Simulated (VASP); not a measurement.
# SrLi3Y3Al9 in VASP: further runs, part 3 of 3

VASP 6.6.1. The steps go on from the part before.

## (6) Single point, PBE

Contents of INCAR:

```
SYSTEM = SrLi3Y3Al9
ALGO     = Normal         ! electronic algorithm
EDIFF    = 1E-6           ! SCF threshold, eV
ENCUT    = 650            ! plane-wave cutoff, eV
GGA      = PE             ! functional
GGA_COMPAT= .FALSE.      
ISIF     = 2              ! what is computed and relaxed
ISMEAR   = -1             ! smearing method
ISYM     = -1           
LASPH    = .TRUE.         ! aspherical terms in the spheres
LCHARG   = .FALSE.        ! write CHGCAR
LREAL    = Auto         
LWAVE    = .FALSE.        ! write WAVECAR
NBANDS   = 54             ! bands
NELM     = 120            ! most SCF steps
PREC     = Accurate       ! precision mode
SIGMA    = 0.0913         ! smearing width, eV
```

Contents of KPOINTS:

```
explicit points
1
Reciprocal
  0.25000000   0.25000000   0.25000000 1
```

Contents of POSCAR:

```
SrLi3Y3Al9
1.0
    7.2183580000      0.0114960000      0.0489650000
    0.0114960000      7.1617070000      0.0039830000
    0.0489650000      0.0039830000      7.5063760000
Al Y Li Sr
9 3 3 1
Direct
    0.4689767992      0.6903699406      0.1361804695
    0.8633024543      0.5842845799      0.7440393593
   -0.0019473578      0.3641422867      0.0130612926
    0.4688108473      0.0747885494      0.5844521769
    0.6123344430      0.0510454376      0.9309906312
    0.5793033407      0.5225402757      0.5468186158
    0.4287618286      0.7495917173      0.7355522896
    0.7664601930      0.9040049091      0.6335646689
    0.6211705901      0.4331888356      0.9446413277
    0.3439563504      0.2906642834      0.2207995525
    0.1417531616      0.6936187254      0.4595341844
    0.9645240507      0.2274225360      0.4743317222
    0.6972210957      1.0002377738      0.2482751493
    0.3298817764      0.3861579075      0.7248027906
    0.7919114517      0.6195427067      0.2525349672
    0.0952945979      0.8820305693      0.9510395925
```

Potentials or basis: VASP PAW PBE potentials, release 64 (Al, Y_sv, Li_sv, Sr_sv).

Started as:

```console
> cat potpaw_PBE.64/Al/POTCAR potpaw_PBE.64/Y_sv/POTCAR potpaw_PBE.64/Li_sv/POTCAR potpaw_PBE.64/Sr_sv/POTCAR > POTCAR
> mpirun -np 1 vasp_std > vasp.out
```

OUTCAR:

```text
SYSTEM = SrLi3Y3Al9
   EDIFF = 1E-6
   ENCUT = 650
   GGA = PE
   ISIF = 2
   ISMEAR = -1
   ISYM = -1
   LASPH = .TRUE.
   LREAL = Auto
   NELM = 120
   PREC = Accurate

 ion  position               nearest neighbor table
   1  0.469  0.690  0.136-  15 2.55   9 2.57  13 2.90   7 3.05  10 3.07   5 3.18  16 3.34  11 3.36

   2  0.863  0.584  0.744-   8 2.53   9 2.54   6 2.58   3 2.75  11 3.02  16 3.14  12 3.34   7 3.35

   3  0.998  0.364  0.013-   2 2.75   9 2.82  15 2.95  10 3.01  16 3.55  12 3.60  16 3.80
   4  0.469  0.075  0.584-   8 2.50   7 2.60  14 2.66   5 2.82  10 3.27   6 3.32  11 3.74  12 3.82
                            16 4.07
   5  0.612  0.051  0.931-  13 2.49   8 2.69   9 2.74   4 2.82   7 2.94   1 3.18  10 3.36  16 3.69
                            16 3.93
   6  0.579  0.523  0.547-   7 2.41  14 2.43   2 2.58  15 2.76   9 3.07   8 3.12   4 3.32  10 3.43
                            11 3.45  12 3.52
   7  0.429  0.750  0.736-   6 2.41   4 2.60  14 2.70   8 2.78   5 2.94  11 2.98  16 3.03   1 3.05
                             9 3.09   2 3.35
   8  0.766  0.904  0.634-   4 2.50   2 2.53   5 2.69   7 2.78  12 2.97   6 3.12  11 3.35  16 3.39

   9  0.621  0.433  0.945-   2 2.54   1 2.57  14 2.71   5 2.74   3 2.82  15 2.96  10 3.04   6 3.07
                             7 3.09
  10  0.344  0.291  0.221-   3 3.01   9 3.04   1 3.07   4 3.27  13 3.29  12 3.35   5 3.36   6 3.43
                            11 3.69  16 4.00
  11  0.142  0.694  0.460-   7 2.98   2 3.02  15 3.03  14 3.27   8 3.35   1 3.36   6 3.45  12 3.58
                            10 3.69   4 3.74  16 3.94  12 4.03  16 4.06
  12  0.965  0.227  0.474-   8 2.97  13 3.06   2 3.34  10 3.35  14 3.46   6 3.52  11 3.58   3 3.60
                             4 3.82  11 4.03  16 4.46  16 4.73
  13  0.697  0.000  0.248-   5 2.49   1 2.90  12 3.06  10 3.29  16 3.71
  14  0.330  0.386  0.725-   6 2.43   4 2.66   7 2.70   9 2.71  11 3.27  12 3.46
  15  0.792  0.620  0.253-   1 2.55   6 2.76   3 2.95   9 2.96  11 3.03  16 3.65
  16  0.095  0.882  0.951-   7 3.03   2 3.14   1 3.34   8 3.39   3 3.55  15 3.65   5 3.69  13 3.71
                             3 3.80   5 3.93  11 3.94  10 4.00  11 4.06   4 4.07  12 4.46  12 4.73

IMPORTANT INFORMATION: All symmetrisations will be switched off!
NOSYMM: (Re-)initialisation of all symmetry stuff for point group C_1.

----------------------------------------------------------------------------------------

                                     Primitive cell

  volume of cell :     388.0296

  direct lattice vectors                    reciprocal lattice vectors
     7.218358000  0.011496000  0.048965000     0.138542144 -0.000221886 -0.000903609
     0.011496000  7.161707000  0.003983000    -0.000221886  0.139631912 -0.000072643
     0.048965000  0.003983000  7.506376000    -0.000903609 -0.000072643  0.133226011

  length of vectors
     7.218533227  7.161717334  7.506536757     0.138545269  0.139632107  0.133229096

  position of ions in fractional coordinates (direct lattice)
     0.468976799  0.690369941  0.136180469
     0.863302454  0.584284580  0.744039359
     0.998052642  0.364142287  0.013061293
     0.468810847  0.074788549  0.584452177
     0.612334443  0.051045438  0.930990631
     0.579303341  0.522540276  0.546818616
[... 8 lines left out ...]
     0.791911452  0.619542707  0.252534967
     0.095294598  0.882030569  0.951039593

  ion indices of the primitive-cell ions
   primitive index   ion index
                 1           1
                 2           2
                 3           3
                 4           4
                 5           5
                 6           6
[... 8 lines left out ...]
                15          15
                16          16

----------------------------------------------------------------------------------------

 KPOINTS: explicit points

Read explicit list of k-points.

 Found      1 k-points:

 Following reciprocal coordinates:
            Coordinates               Weight
  0.250000  0.250000  0.250000      1.000000
   k-points           NKPTS =      1   k-points in BZ     NKDIM =      1   number of bands    NBANDS=     54
   number of dos      NEDOS =    301   number of ions     NIONS =     16
   total plane-waves  NPLWV = 230400
   dimension x,y,z NGX =    60 NGY =   60 NGZ =   64
   dimension x,y,z NGXF=   120 NGYF=  120 NGZF=  128
   ions per type =               9   3   3   1
   NGX,Y,Z   is equivalent  to a cutoff of  13.82, 13.93, 14.17 a.u.
   NGXF,Y,Z  is equivalent  to a cutoff of  27.64, 27.86, 28.35 a.u.
 SYSTEM =  SrLi3Y3Al9
   PREC   = accura    normal or accurate (medium, high low for compatibility)
   ISTART =      0    job   : 0-new  1-cont  2-samecut
   ICHARG =      2    charge: 1-file 2-atom 10-const
   ISPIN  =      1    spin polarized calculation?
   LNONCOLLINEAR =      F non collinear calculations
   LSORBIT =      F    spin-orbit coupling
   LASPH  =      T    aspherical Exc in radial PAW
   ENCUT  =  650.0 eV  47.77 Ry    6.91 a.u.  15.01 14.89 15.60*2*pi/ulx,y,z
   NELM   =    120;   NELMIN=  2; NELMDL= -5     # of ELM steps
   EDIFF  = 0.1E-05   stopping-criterion for ELM
   LREAL  =      T    real-space projection
   EDIFFG = 0.1E-04   stopping-criterion for IOM
   NSW    =      0    number of steps for IOM
   IBRION =     -1    ionic relax: 0-MD 1-quasi-New 2-CG
   NFREE  =      0    steps in history (QN), initial steepest desc. (CG)
   ISIF   =      2    stress and relaxation
   ISYM   =     -1    0-nonsym 1-usesym 2-fastsym
   POTIM  = 0.5000    time-step for ionic-motion
   TEBEG  =    0.0;   TEEND  =   0.0 temperature during run
   PSTRESS=    0.0 pullay stress
   NELECT =      79.0000    total number of electrons
   NUPDOWN=      -1.0000    fix difference up-down
   EMIN   =  10.00;   EMAX   =-10.00  energy-range for DOS
   EFERMI =   0.00;   METHOD = LEGACY
   ISMEAR =    -1;   SIGMA  =   0.09  broadening in eV -4-tet -1-fermi 0-gaus
   EFERMI_NEDOS =   21; number of points for ismear=-14 and -15
   IALGO  =     38    algorithm
   IMIX   =      4    mixing-type and parameters
     AMIX     =   0.40;   BMIX     =  1.00
     AMIX_MAG =   1.60;   BMIX_MAG =  1.00
  volume/ion in A,a.u.               =      24.25       163.66
  Fermi-wavevector in a.u.,A,eV,Ry     =   0.963080  1.819957 12.619711  0.927523
  Thomas-Fermi vector in A             =   2.092594
   LORBIT       =      0    0 simple, 1 ext, 2 COOP (PROOUT), +10 PAW based schemes
   GGA     = PE    functional components
   LHFCALC =     F    Hartree Fock is set to
   AEXX    =    0.0000 exact exchange contribution
   IVDW    =     0    specifies the selected vdW correction
   LEPSILON=     F    determine dielectric tensor
   LRPA    =     F    only Hartree local field effects (RPA)
 non-spin polarized calculation
  energy-cutoff  :      650.00
  volume of cell :      388.03
 maximum number of plane-waves:     14609
 NGX is ok and might be reduce to    60
   NGX = 31   NGY = 29   NGZ = 31

 number of electron      79.0000003 magnetization

 Free energy of the ion-electron system (eV)
  ---------------------------------------------------
  ext. energy  EPLUGINS =         0.00000000
  ---------------------------------------------------
  free energy    TOTEN  =       -59.28487304 eV

  energy without entropy =      -59.02831233  energy(sigma->0) =      -59.15659269

 E-fermi :   3.7189     XC(G=0):  -8.8268

 val. band max:        3.6721613683   @ k =   0.2500   0.2500   0.2500
 cond. band min:       3.9865395602   @ k =   0.2500   0.2500   0.2500
 fundamental gap:      0.3143781920
 Fermi energy:         3.7189140542

 k-point     1 :       0.2500    0.2500    0.2500
  band No.  band energies     occupation
      1     -42.5548      2.00000
      2     -42.4532      2.00000
      3     -42.3725      2.00000
      4     -39.5551      2.00000
      5     -39.3173      2.00000
      6     -39.1180      2.00000
[... 43 lines left out ...]
     50       5.4913      0.00000
     51       5.6315      0.00000
 [bands above 51 left out]

------------------------ aborting loop because EDIFF is reached ----------------------------------------

  FORCE on cell =-STRESS in cart. coord.  units (eV):
  Direction    XX          YY          ZZ          XY          YZ          ZX
  --------------------------------------------------------------------------------------
  -------------------------------------------------------------------------------------
  Total        0.0144925     -4.2353544     -0.5245108     -3.7039586     -2.5348641     -3.0866837
  in kB        0.0598395    -17.4878131     -2.1657094    -15.2936757    -10.4664749    -12.7449423
  external PRESSURE =      -6.5312277 kB  Pullay stress =       0.0000000 kB

 VOLUME and BASIS-vectors are now :
 -----------------------------------------------------------------------------
  energy-cutoff  :      650.00
  volume of cell :      388.03
      direct lattice vectors                 reciprocal lattice vectors
     7.218358000  0.011496000  0.048965000     0.138542144 -0.000221886 -0.000903609
     0.011496000  7.161707000  0.003983000    -0.000221886  0.139631912 -0.000072643
     0.048965000  0.003983000  7.506376000    -0.000903609 -0.000072643  0.133226011

 POSITION                                       TOTAL-FORCE (eV/Angst)
 -----------------------------------------------------------------------------------
      3.39985      4.95016      1.04794        -0.680800      0.855140     -0.097249
      6.27478      4.19736      5.62964         0.801259     -1.130014     -0.216974
      7.20913      2.61941      0.14836        -0.007911     -0.341688      0.042221
      3.41352      0.54333      4.41037        -0.778131      0.750569     -0.890078
      4.46622      0.37632      7.01855        -0.304971     -0.399681     -0.303708
      4.21440      3.75112      4.13507         0.729805     -1.069909     -2.061982
[... 8 lines left out ...]
      5.73579      4.44709      1.93687         0.233514     -0.421272     -0.080579
      0.74458      6.32173      7.14704        -0.426844      0.644140      0.607869
 -----------------------------------------------------------------------------------
    total drift:                                0.010479      0.024029      0.028557

  FREE ENERGIE OF THE ION-ELECTRON SYSTEM (eV)
  ---------------------------------------------------
  free  energy   TOTEN  =       -59.2848730444 eV

  energy  without entropy=      -59.0283123310  energy(sigma->0) =      -59.15659269
```

Wall time 50 s (1 thread of Intel Xeon Platinum 8488C (Sapphire Rapids), shared host); peak memory 0.51 GiB.

What came out:

| Property | Result |
| --- | --- |
| Free energy | -59.2849 eV |
| Pressure | -0.7 GPa |
| Largest force | 2.435 eV/Å |
| Band gap on the k mesh | zero (an odd number of electrons rules out a gap without spin polarisation) |

Forces in eV/Å, atoms in the order of the input:
```
Al  -0.681  0.855 -0.097
Al   0.801 -1.130 -0.217
Al  -0.008 -0.342  0.042
Al  -0.778  0.751 -0.890
Al  -0.305 -0.400 -0.304
Al   0.730 -1.070 -2.062
Al   0.261  0.728  1.416
Al   0.671 -0.386 -0.502
Al   0.203 -0.385 -0.084
Y    0.625  0.457  0.446
Y    0.467  0.603 -0.300
Y   -0.522  0.557  0.623
Li   0.058 -0.217  0.666
Li  -1.329 -0.244  0.735
Li   0.234 -0.421 -0.081
Sr  -0.427  0.644  0.608
```

Caveat: the atoms stand as in a frame of molecular dynamics.

## (7) Single point, PBE

Contents of INCAR:

```
SYSTEM = SrLi3Y3Al9
PREC = Accurate ; ENCUT = 650
EDIFF = 1E-6 ; ISMEAR = -1
SIGMA = 0.0913 ; LREAL = Auto
LASPH = .TRUE. ; NELM = 120
ALGO = Normal ; ISIF = 2
LWAVE = .FALSE. ; LCHARG = .FALSE.
GGA = PE ; ISYM = -1
NBANDS = 54 ; GGA_COMPAT = .FALSE.
```

KPOINTS is that of step 6.

Contents of POSCAR:

```
SrLi3Y3Al9
1.0
    7.2183580000      0.0114960000      0.0489650000
    0.0114960000      7.1617070000      0.0039830000
    0.0489650000      0.0039830000      7.5063760000
Al Y Li Sr
9 3 3 1
Direct
    0.4457862610      0.6866348636      0.1824082898
    0.8934316147      0.5311829377      0.7046314253
   -0.0172084554      0.3359911352      0.0599456195
    0.3738809071      0.0977116288      0.5515464101
    0.5964712098      0.0750625265      0.9397805030
    0.5292038252      0.5073845119      0.4873367151
    0.4132304524      0.7793560284      0.7240719084
    0.7636237662      0.8666001237      0.6264646874
    0.6548346698      0.4911973090      0.9806212187
    0.3411117640      0.2945797081      0.2116548853
    0.1361614410      0.7232744596      0.4594344931
    0.9524697775      0.2366279501      0.4615518631
    0.6721659258      0.9329419693      0.2623018734
    0.2899482335      0.3863179045      0.7205909990
    0.8297811708      0.6014555993      0.2518352621
    0.0670036030      0.8663932505      0.9970172456
```

Started as:

```console
> cat potpaw_PBE.64/Al/POTCAR potpaw_PBE.64/Y_sv/POTCAR potpaw_PBE.64/Li_sv/POTCAR potpaw_PBE.64/Sr_sv/POTCAR > POTCAR
> mpirun -np 1 vasp_std > vasp.out
```

Wall time 51 s (1 thread of Intel Xeon Platinum 8488C (Sapphire Rapids), shared host); peak memory 0.52 GiB.

Results (log left out):

- Free energy: -59.3493 eV
- Pressure: -0.6 GPa
- Largest force: 1.328 eV/Å
- Band gap on the k mesh: zero (an odd number of electrons rules out a gap without spin polarisation)

Forces on the atoms (eV/Å):
```
Al  -0.338  0.674 -0.750
Al  -0.196 -0.062  0.852
Al  -0.406 -0.131 -1.010
Al   0.614 -0.591  0.112
Al  -0.041 -0.368 -0.695
Al   0.747  0.054  0.487
Al   0.856  0.056  0.851
Al  -0.269  0.405 -0.128
Al  -0.002 -0.477 -0.775
Y    0.484 -0.275 -0.391
Y    0.430  0.292  0.002
Y   -0.673 -1.140 -0.110
Li   0.249  0.767  0.569
Li  -0.629  0.523  1.008
Li  -0.720 -0.109  0.406
Sr  -0.105  0.382 -0.427
```

Stress tensor (GPa, compression positive):
```
-0.44 -0.99 -1.36
-0.99 -1.40 -0.67
-1.36 -0.67  0.05
```

Levels at points of the mesh, in eV from the Fermi level:
| k point | band 35 | band 36 | band 37 | band 38 | band 39 | band 40 | band 41 | band 42 | band 43 | band 44 |
| --- | --- | --- | --- | --- | --- | --- | --- | --- | --- | --- |
| (0.25, 0.25, 0.25) | -1.27 | -1.09 | -0.90 | -0.52 | -0.30 | 0.03 | 0.20 | 0.45 | 0.57 | 0.74 |

Caveat: the atoms stand as in a frame of molecular dynamics.

## (8) The runs side by side

| cell | smearing | gap on the mesh (eV) | pressure (GPa) | largest force (eV/Å) |
| --- | --- | --- | --- | --- |
| as given, atomic positions A | fermi-dirac 0.1267 eV | none | 0.1 | 2.67 |
| as given, atomic positions B | fermi-dirac 0.1267 eV | none | 0.8 | 2.28 |
| as given, atomic positions C | fermi-dirac 0.1267 eV | none | -0.5 | 2.91 |
| as given, atomic positions D | fermi-dirac 0.0913 eV | none | -1.3 | 1.74 |
| as given, atomic positions E | fermi-dirac 0.0913 eV | none | -0.7 | 2.43 |
| as given, atomic positions F | fermi-dirac 0.0913 eV | none | -0.6 | 1.33 |

Alike in all rows: task single point; level PBE; potentials or basis VASP PAW PBE potentials, release 64 (Al, Y_sv, Li_sv, Sr_sv); no spin polarisation; k mesh 1 × 1 × 1, shifted; cutoff (eV) 650.

Caveats: the atoms stand as in a frame of molecular dynamics.

Total energies depend on the potentials used, so only differences within one code and one set of settings carry meaning.

The gap in the log of VASP goes by the Fermi energy; the results here count the filled bands.